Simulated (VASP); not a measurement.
# TeRu (Pm-3m) in VASP: single point with PBE+U

Aim: the single point of TeRu with PBE+U.

Program: VASP 6.6.1. These are calculated values, not measurements. Logs are shortened: lines on timing, memory, paths and dates and some standing lists are left out, and cuts for length are marked.

### 1 The cell of the first run

The structure is cubic, space group Pm-3m (No. 221). The conventional cell has a = 3.415 Å, b = 3.415 Å, c = 3.415 Å, α = 90.00°, β = 90.00°, γ = 90.00°. Within 3.9 Å of Ru (site symmetry m-3m) lie 8 Te at 2.96 Å and 6 Ru at 3.42 Å. Within 3.9 Å of Te (site symmetry m-3m) lie 8 Ru at 2.96 Å and 6 Te at 3.42 Å.

### 2 Single point, PBE+U, collinear spin, ferromagnetic start

File INCAR:

```
SYSTEM = TeRu
PREC = Accurate
ENCUT = 520
EDIFF = 1E-6
ISMEAR = 0
SIGMA = 0.05
LREAL = .False.
LASPH = .True.
NELM = 150
ALGO = Normal
ISIF = 2
LWAVE = .False.
LCHARG = .False.
ISPIN = 2
MAGMOM = 1.33 0.05
LORBIT = 11
LMAXMIX = 4
LDAU = .True.
LDAUTYPE = 1
LDAUL = 2 -1
LDAUU = 3 0
LDAUJ = 0.9 0
LDAUPRINT = 1
GGA = PE
NBANDS = 21
```

File KPOINTS:

```
Automatic mesh
0
Gamma
  6 6 6
  0 0 0
```

File POSCAR:

```
TeRu
1.0
    3.4153846100      0.0000000000      0.0000000000
    0.0000000000      3.4153846100      0.0000000000
    0.0000000000      0.0000000000      3.4153846100
Ru Te
1 1
Direct
    0.0000000000      0.0000000000      0.0000000000
    0.5000000000      0.5000000000      0.5000000000
```

Potentials or basis: VASP PAW PBE potentials, release 64 (Ru_pv, Te).

Launch:

```
cat potpaw_PBE.64/Ru_pv/POTCAR potpaw_PBE.64/Te/POTCAR > POTCAR
mpirun -np 1 vasp_std > vasp.out
```

OUTCAR:

```text
SYSTEM = TeRu
   PREC = Accurate
   ENCUT = 520
   EDIFF = 1E-6
   ISMEAR = 0
   LREAL = .False.
   LASPH = .True.
   NELM = 150
   ISIF = 2
   ISPIN = 2
   LORBIT = 11
   GGA = PE

 ion  position               nearest neighbor table
   1  0.000  0.000  0.000-   2 2.96   2 2.96   2 2.96   2 2.96   2 2.96   2 2.96   2 2.96   2 2.96

   2  0.500  0.500  0.500-   1 2.96   1 2.96   1 2.96   1 2.96   1 2.96   1 2.96   1 2.96   1 2.96

  LATTYP: Found a simple cubic cell.
 ALAT       =     3.4153846100

  Lattice vectors:

 A1 = (   3.4153846100,   0.0000000000,   0.0000000000)
 A2 = (   0.0000000000,   3.4153846100,   0.0000000000)
 A3 = (   0.0000000000,   0.0000000000,   3.4153846100)

Analysis of symmetry for initial positions (statically):
=====================================================================
 Subroutine PRICEL returns:
 Original cell was already a primitive cell.

 Routine SETGRP: Setting up the symmetry group for a
 simple cubic supercell.

 Subroutine GETGRP returns: Found 48 space group operations
 (whereof 48 operations were pure point group operations)
 out of a pool of 48 trial point group operations.

The static configuration has the point symmetry O_h .

Analysis of symmetry for dynamics (positions and initial velocities):
=====================================================================
 Subroutine PRICEL returns:
 Original cell was already a primitive cell.

 Routine SETGRP: Setting up the symmetry group for a
 simple cubic supercell.

 Subroutine GETGRP returns: Found 48 space group operations
 (whereof 48 operations were pure point group operations)
 out of a pool of 48 trial point group operations.

The dynamic configuration has the point symmetry O_h .

Analysis of structural, dynamic, and magnetic symmetry:
=====================================================================
 Subroutine PRICEL returns:
 Original cell was already a primitive cell.

 Routine SETGRP: Setting up the symmetry group for a
 simple cubic supercell.

[... 168 lines left out ...]
  o =  0.5725  v =  0.0000  0.0000  0.0000  0.0000  0.0000  1.0000  0.0000  0.0000  0.0000  0.0000      0.0000  0.0000  0.0000  0.0000  0.0000  0.0000  0.0000  0.0000  0.0000  0.0000
  o =  0.6882  v =  0.0000 -0.9999  0.0000 -0.0140 -0.0000  0.0000  0.0000  0.0000  0.0000  0.0000      0.0000  0.0000  0.0000  0.0000  0.0000  0.0000  0.0000  0.0000  0.0000  0.0000
  o =  0.6882  v =  1.0000  0.0000  0.0000  0.0000  0.0000  0.0000  0.0000  0.0000  0.0000  0.0000      0.0000  0.0000  0.0000  0.0000  0.0000  0.0000  0.0000  0.0000  0.0000  0.0000
  o =  0.6882  v =  0.0000  0.0140 -0.0000 -0.9999 -0.0000  0.0000  0.0000  0.0000  0.0000  0.0000      0.0000  0.0000  0.0000  0.0000  0.0000  0.0000  0.0000  0.0000  0.0000  0.0000
  o =  0.8265  v =  0.0000  0.0000 -0.0145  0.0000 -0.9999  0.0000  0.0000  0.0000  0.0000  0.0000      0.0000  0.0000  0.0000  0.0000  0.0000  0.0000  0.0000  0.0000  0.0000  0.0000
  o =  0.8265  v =  0.0000 -0.0000 -0.9999  0.0000  0.0145  0.0000  0.0000  0.0000  0.0000  0.0000      0.0000  0.0000  0.0000  0.0000  0.0000  0.0000  0.0000  0.0000  0.0000  0.0000

 number of electron      20.0000004 magnetization       1.2775278

 Free energy of the ion-electron system (eV)
  ---------------------------------------------------
  ext. energy  EPLUGINS =         0.00000000
  ---------------------------------------------------
  free energy    TOTEN  =        -9.22686615 eV

  energy without entropy =       -9.22494968  energy(sigma->0) =       -9.22590792

 E-fermi :  10.4517     XC(G=0): -11.7708

 val. band max:       10.4487022247   @ k =   0.5000   0.5000   0.3333
 cond. band min:      10.5349020552   @ k =   0.1667   0.1667   0.1667
 fundamental gap:      0.0861998305
 Fermi energy:        10.4517495783

 spin component 1

 k-point     1 :       0.0000    0.0000    0.0000
  band No.  band energies     occupation
      1     -32.0951      1.00000
      2     -32.0951      1.00000
      3     -32.0951      1.00000
      4      -3.6013      1.00000
      5       6.5542      1.00000
      6       6.5542      1.00000
[... 469 lines left out ...]
     20      29.9781      0.00000
     21      29.9781      0.00000
 Fermi energy:        10.4517495783

 spin component 2

 k-point     1 :       0.0000    0.0000    0.0000
  band No.  band energies     occupation
      1     -31.1267      1.00000
      2     -31.1267      1.00000
      3     -31.1267      1.00000
      4      -3.5831      1.00000
      5       8.3346      1.00000
      6       8.3346      1.00000
[... 469 lines left out ...]
     20      29.9520      0.00000
     21      29.9520      0.00000

------------------------ aborting loop because EDIFF is reached ----------------------------------------

  FORCE on cell =-STRESS in cart. coord.  units (eV):
  Direction    XX          YY          ZZ          XY          YZ          ZX
  --------------------------------------------------------------------------------------
  -------------------------------------------------------------------------------------
  Total       -2.2050557     -2.2050557     -2.2050557      0.0000000      0.0000000      0.0000000
  in kB      -88.6770600    -88.6770600    -88.6770600      0.0000000      0.0000000      0.0000000
  external PRESSURE =     -88.6770600 kB  Pullay stress =       0.0000000 kB

 VOLUME and BASIS-vectors are now :
 -----------------------------------------------------------------------------
  energy-cutoff  :      520.00
  volume of cell :       39.84
      direct lattice vectors                 reciprocal lattice vectors
     3.415384610  0.000000000  0.000000000     0.292792793  0.000000000  0.000000000
     0.000000000  3.415384610  0.000000000     0.000000000  0.292792793  0.000000000
     0.000000000  0.000000000  3.415384610     0.000000000  0.000000000  0.292792793

 POSITION                                       TOTAL-FORCE (eV/Angst)
 -----------------------------------------------------------------------------------
      0.00000      0.00000      0.00000         0.000000      0.000000      0.000000
      1.70769      1.70769      1.70769         0.000000      0.000000      0.000000
 -----------------------------------------------------------------------------------
    total drift:                               -0.000000     -0.000000     -0.000000

  FREE ENERGIE OF THE ION-ELECTRON SYSTEM (eV)
  ---------------------------------------------------
  free  energy   TOTEN  =        -9.2268661547 eV

  energy  without entropy=       -9.2249496823  energy(sigma->0) =       -9.22590792

 total charge

# of ion       s       p       d       tot
------------------------------------------
    1        0.218   6.123   6.122  12.463
    2        1.413   1.745   0.111   3.269
--------------------------------------------------
tot          1.631   7.868   6.233  15.732

 magnetization (x)

# of ion       s       p       d       tot
------------------------------------------
    1        0.008   0.000   1.261   1.269
    2        0.034   0.018  -0.013   0.038
--------------------------------------------------
tot          0.041   0.018   1.248   1.307
```

OSZICAR:

```text
N       E                     dE             d eps       ncg     rms          rms(c)
DAV:   1     0.153959626721E+03    0.15396E+03   -0.10067E+04  1688   0.863E+02
DAV:   2    -0.521504690277E+01   -0.15917E+03   -0.15364E+03  1894   0.260E+02
DAV:   3    -0.914606936707E+01   -0.39310E+01   -0.39007E+01  2012   0.413E+01
DAV:   4    -0.917551625387E+01   -0.29447E-01   -0.29435E-01  1929   0.381E+00
DAV:   5    -0.917592567674E+01   -0.40942E-03   -0.40942E-03  2005   0.444E-01    0.119E+01
DAV:   6    -0.923413199929E+01   -0.58206E-01   -0.64487E-01  1903   0.467E+00    0.709E+00
DAV:   7    -0.922519727498E+01    0.89347E-02   -0.81370E-02  1805   0.205E+00    0.391E+00
DAV:   8    -0.922644574041E+01   -0.12485E-02   -0.50870E-02  1945   0.164E+00    0.124E+00
DAV:   9    -0.922725913569E+01   -0.81340E-03   -0.17086E-03  1916   0.295E-01    0.632E-01
DAV:  10    -0.922672217065E+01    0.53697E-03   -0.16223E-03  1815   0.255E-01    0.197E-01
DAV:  11    -0.922684974856E+01   -0.12758E-03   -0.39685E-04  1925   0.114E-01    0.636E-02
DAV:  12    -0.922686649946E+01   -0.16751E-04   -0.18214E-05  1968   0.286E-02    0.159E-02
DAV:  13    -0.922686615474E+01    0.34472E-06   -0.13436E-06  1565   0.728E-03
   1 F= -.92268662E+01 E0= -.92259079E+01  d E =-.191647E-02  mag=     1.2772
```

It took 40 s on 1 thread of AMD EPYC 7R13 (Zen 3), shared host; peak memory 0.15 GiB.

What came out:

| Quantity | Value |
| --- | --- |
| Free energy | -9.2269 eV |
| Pressure | -8.9 GPa |
| Net moment | 1.28 μB per cell |
| Site moments | Ru +1.27; Te +0.04 μB |
| Valence electrons inside the program's atomic spheres | Ru 12.46; Te 3.27 |

Eigenvalues of the final occupation matrices:
```
    site  spin  trace               eigenvalues
site 1 d     1   3.72  0.69 0.69 0.69 0.83 0.83
site 1 d     2   2.45  0.37 0.37 0.57 0.57 0.57
```

Caveat: spin-orbit coupling is left out, which moves the levels of the heavy elements; the U is typed as a test and isn't derived for this compound. The state reached can hang on the start; a lower one may exist.
